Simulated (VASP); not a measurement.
# BN in VASP: single point with AM05

Aim: the single point of BN with AM05.

All numbers are computed with VASP 6.6.1; they aren't measurements. Logs are shortened: lines on timing, memory, paths and dates and some standing lists are left out, and cuts for length are marked.

## (1) The cell of the first run

The cell holds a sheet with vacuum, 2 atoms: a = 2.498 Å, b = 2.498 Å, c = 16.000 Å, α = 90.00°, β = 90.00°, γ = 120.00°.

## (2) Single point, AM05

The input, POSCAR:

```
BN
1.0
    2.4982400000      0.0000000000      0.0000000000
   -1.2491200000     -2.1635393048      0.0000000000
    0.0000000000      0.0000000000    -16.0000000000
N B
1 1
Direct
    0.0000000000      0.0000000000      0.5000000000
    0.3333333334      0.6666666666      0.5000000000
```

The input, INCAR.step1:

```
SYSTEM = BN
  ALGO = Normal
  DIPOL = 0.5 0.5 0.500
  EDIFF = 1E-5
  EFERMI = MIDGAP
  ENCUT = 520
  GGA = PE
  GGA_COMPAT = .FALSE.
  IDIPOL = 3
  ISIF = 0
  ISMEAR = 0
  LASPH = .TRUE.
  LCHARG = .TRUE.
  LDIPOL = .TRUE.
  LREAL = .FALSE.
  LWAVE = .TRUE.
  NELM = 100
  NELMDL = -8
  PREC = Accurate
  SIGMA = 0.03
```

The input, INCAR.step2:

```
SYSTEM = BN
  ALGO = All
  DIPOL = 0.5 0.5 0.500
  EDIFF = 1E-6
  EFERMI = MIDGAP
  ENCUT = 520
  GGA = AM
  GGA_COMPAT = .FALSE.
  IDIPOL = 3
  ISEARCH = 1
  ISIF = 0
  ISMEAR = 0
  ISTART = 1
  LASPH = .TRUE.
  LCHARG = .FALSE.
  LDIPOL = .TRUE.
  LREAL = .FALSE.
  LWAVE = .FALSE.
  NELM = 100
  NELMDL = -8
  PREC = Accurate
  SIGMA = 0.03
```

The input, KPOINTS:

```
k-points
0
Gamma
  8 8 1
```

Potentials or basis: VASP PAW PBE potentials, release 64 (N, B).

Launch:

```sh
> cat potpaw_PBE.64/N/POTCAR potpaw_PBE.64/B/POTCAR > POTCAR
> cp INCAR.step1 INCAR
> mpirun -np 1 vasp_std > vasp.out
> cp INCAR.step2 INCAR
> mpirun -np 1 vasp_std > vasp.out
```

OUTCAR:

```text
SYSTEM = BN
   EDIFF = 1E-6
   EFERMI = MIDGAP
   ENCUT = 520
   GGA = AM
   ISIF = 0
   ISMEAR = 0
   ISTART = 1
   LASPH = .TRUE.
   LREAL = .FALSE.
   NELM = 100
   NELMDL = -8
   PREC = Accurate

 Found     10 irreducible k-points:

 Following reciprocal coordinates:
            Coordinates               Weight
  0.000000  0.000000  0.000000      1.000000
  0.125000  0.000000  0.000000      6.000000
  0.250000  0.000000  0.000000      6.000000
  0.375000  0.000000  0.000000      6.000000
  0.500000  0.000000  0.000000      3.000000
  0.125000  0.125000  0.000000      6.000000
   k-points           NKPTS =     10   k-points in BZ     NKDIM =     10   number of bands    NBANDS=      8
   number of dos      NEDOS =    301   number of ions     NIONS =      2
   total plane-waves  NPLWV =  48000
   dimension x,y,z NGX =    20 NGY =   20 NGZ =  120
   dimension x,y,z NGXF=    40 NGYF=   40 NGZF=  240
   ions per type =               1   1
   NGX,Y,Z   is equivalent  to a cutoff of  13.31, 13.31, 12.47 a.u.
   NGXF,Y,Z  is equivalent  to a cutoff of  26.62, 26.62, 24.94 a.u.
 SYSTEM =  BN
   PREC   = accura    normal or accurate (medium, high low for compatibility)
   ISTART =      1    job   : 0-new  1-cont  2-samecut
   ICHARG =      0    charge: 1-file 2-atom 10-const
   ISPIN  =      1    spin polarized calculation?
   LNONCOLLINEAR =      F non collinear calculations
   LSORBIT =      F    spin-orbit coupling
   LASPH  =      T    aspherical Exc in radial PAW
   ENCUT  =  520.0 eV  38.22 Ry    6.18 a.u.   4.65  4.65 29.75*2*pi/ulx,y,z
   NELM   =    100;   NELMIN=  2; NELMDL= -8     # of ELM steps
   EDIFF  = 0.1E-05   stopping-criterion for ELM
   LREAL  =      F    real-space projection
   EDIFFG = 0.1E-04   stopping-criterion for IOM
   NSW    =      0    number of steps for IOM
   IBRION =     -1    ionic relax: 0-MD 1-quasi-New 2-CG
   NFREE  =      0    steps in history (QN), initial steepest desc. (CG)
   ISIF   =      0    stress and relaxation
   ISYM   =      2    0-nonsym 1-usesym 2-fastsym
   POTIM  = 0.5000    time-step for ionic-motion
   TEBEG  =    0.0;   TEEND  =   0.0 temperature during run

   SCALEE = 1.0000    scale energy and forces
   PSTRESS=    0.0 pullay stress
   NELECT =       8.0000    total number of electrons
   NUPDOWN=      -1.0000    fix difference up-down
   EMIN   =  10.00;   EMAX   =-10.00  energy-range for DOS
   EFERMI =   0.00;   METHOD = MIDGAP
   ISMEAR =     0;   SIGMA  =   0.03  broadening in eV -4-tet -1-fermi 0-gaus
   EFERMI_NEDOS =   21; number of points for ismear=-14 and -15
   IALGO  =     58    algorithm
   IMIX   =      4    mixing-type and parameters
     AMIX     =   0.40;   BMIX     =  1.00
     AMIX_MAG =   1.60;   BMIX_MAG =  1.00
  volume/ion in A,a.u.               =      43.24       291.80
  Fermi-wavevector in a.u.,A,eV,Ry     =   0.740398  1.399149  7.458565  0.548189
  Thomas-Fermi vector in A             =   1.834791
   LORBIT       =      0    0 simple, 1 ext, 2 COOP (PROOUT), +10 PAW based schemes
   GGA     = AM    functional components
   LHFCALC =     F    Hartree Fock is set to
   AEXX    =    0.0000 exact exchange contribution
   IVDW    =     0    specifies the selected vdW correction
   LEPSILON=     F    determine dielectric tensor
   LRPA    =     F    only Hartree local field effects (RPA)

   CSHIFT  =0.1000    complex shift for real part using Kramers Kronig

   OMEGAMAX=  -1.0    maximum frequency
 non-spin polarized calculation
 Gauss-broadening in eV      SIGMA  =   0.03
  energy-cutoff  :      520.00
  volume of cell :       86.48
 maximum number of plane-waves:      2351
 NGX is ok and might be reduce to    20
   NGX =  9   NGY =  9   NGZ = 59

 number of electron       7.9999999 magnetization

 DIPCOR: dipole corrections for dipol
 direction  3 min pos     1,
 dipolmoment           0.000000      0.000000     -0.000000 electrons x Angstroem
 Tr[quadrupol]        -3.533380

 energy correction for charged system         0.000000 eV

 dipol+quadrupol energy correction           -0.000000 eV

 added-field ion interaction          0.000000 eV  (added to PSCEN)

 Free energy of the ion-electron system (eV)
  ---------------------------------------------------
  ext. energy  EPLUGINS =         0.00000000
  ---------------------------------------------------
  free energy    TOTEN  =       -18.07347977 eV

  energy without entropy =      -18.07347965  energy(sigma->0) =      -18.07347971

 E-fermi :  -4.1906     XC(G=0):  -4.3062

 val. band max:       -4.3273164062   @ k =   0.3750   0.2500   0.0000
 cond. band min:      -0.7786640905   @ k =   0.0000   0.0000   0.0000
 fundamental gap:      3.5486523157
 Fermi energy:        -4.1906280086

 k-point     1 :       0.0000    0.0000    0.0000
  band No.  band energies     occupation
      1     -21.7516      2.00000
      2      -9.4404      2.00000
      3      -5.4195      2.00000
      4      -5.4190      2.00000
      5       0.8629      0.00000
      6      -0.7787      0.00000
      7       1.9824      0.00000
      8       1.8513      0.00000

 k-point     2 :       0.1250    0.0000    0.0000
  band No.  band energies     occupation
      1     -21.4501      2.00000
      2      -9.0351      2.00000
      3      -6.6138      2.00000
      4      -5.9740      2.00000
      5      -0.2871      0.00000
      6       1.1058      0.00000
      7       1.3243      0.00000
      8       3.6973      0.00000

 k-point     3 :       0.2500    0.0000    0.0000
  band No.  band energies     occupation
      1     -20.5868      2.00000
      2      -9.1985      2.00000
      3      -7.8660      2.00000
      4      -7.0644      2.00000
      5       1.0454      0.00000
      6       2.7398      0.00000
      7       2.7965      0.00000
      8       3.9093      0.00000

 k-point     4 :       0.3750    0.0000    0.0000
  band No.  band energies     occupation
      1     -19.3690      2.00000
      2     -11.7868      2.00000
      3      -7.9391      2.00000
      4      -6.1710      2.00000
      5       2.1704      0.00000
      6       3.2612      0.00000
      7       5.2565      0.00000
      8       7.1102      0.00000

 k-point     5 :       0.5000    0.0000    0.0000
  band No.  band energies     occupation
      1     -18.6157      2.00000
      2     -13.0412      2.00000
      3      -8.2592      2.00000
      4      -5.0500      2.00000
      5       0.6478      0.00000
      6       5.7101      0.00000
      7       6.3246      0.00000
      8       6.9454      0.00000

 k-point     6 :       0.1250    0.1250    0.0000
  band No.  band energies     occupation
      1     -20.8658      2.00000
      2      -8.2493      2.00000
      3      -8.2459      2.00000
      4      -7.0525      2.00000
      5       0.5982      0.00000
      6       2.2390      0.00000
      7       2.3082      0.00000
      8       3.7064      0.00000

 [... further k-points ...]

------------------------ aborting loop because EDIFF is reached ----------------------------------------

 vacuum level on the upper side and lower side of the slab       (xc-potential included)        -4.788        -4.788

 VOLUME and BASIS-vectors are now :
 -----------------------------------------------------------------------------
  energy-cutoff  :      520.00
  volume of cell :       86.48
      direct lattice vectors                 reciprocal lattice vectors
     2.498240000  0.000000000  0.000000000     0.400281798 -0.231102804  0.000000000
    -1.249120000 -2.163539305  0.000000000     0.000000000 -0.462205608  0.000000000
     0.000000000  0.000000000-16.000000000     0.000000000  0.000000000 -0.062500000

 POSITION                                       TOTAL-FORCE (eV/Angst)
 -----------------------------------------------------------------------------------
      0.00000      0.00000     -8.00000        -0.000000      0.000000      0.000000
      0.00000     -1.44236     -8.00000         0.000000     -0.000000      0.000000
 -----------------------------------------------------------------------------------
    total drift:                               -0.000002     -0.000001     -0.000000

  FREE ENERGIE OF THE ION-ELECTRON SYSTEM (eV)
  ---------------------------------------------------
  free  energy   TOTEN  =       -18.0734797733 eV

  energy  without entropy=      -18.0734797733  energy(sigma->0) =      -18.07347977

 vacuum level on the upper side and lower side of the slab        -3.192        -3.192
```

It took 2.3 min on 1 thread of AMD EPYC 7R43 (Zen 3), shared host; peak memory 0.15 GiB.

What came out:

- Free energy: -18.0735 eV
- Band gap on the k mesh: 4.04 eV (least direct gap 4.96 eV)
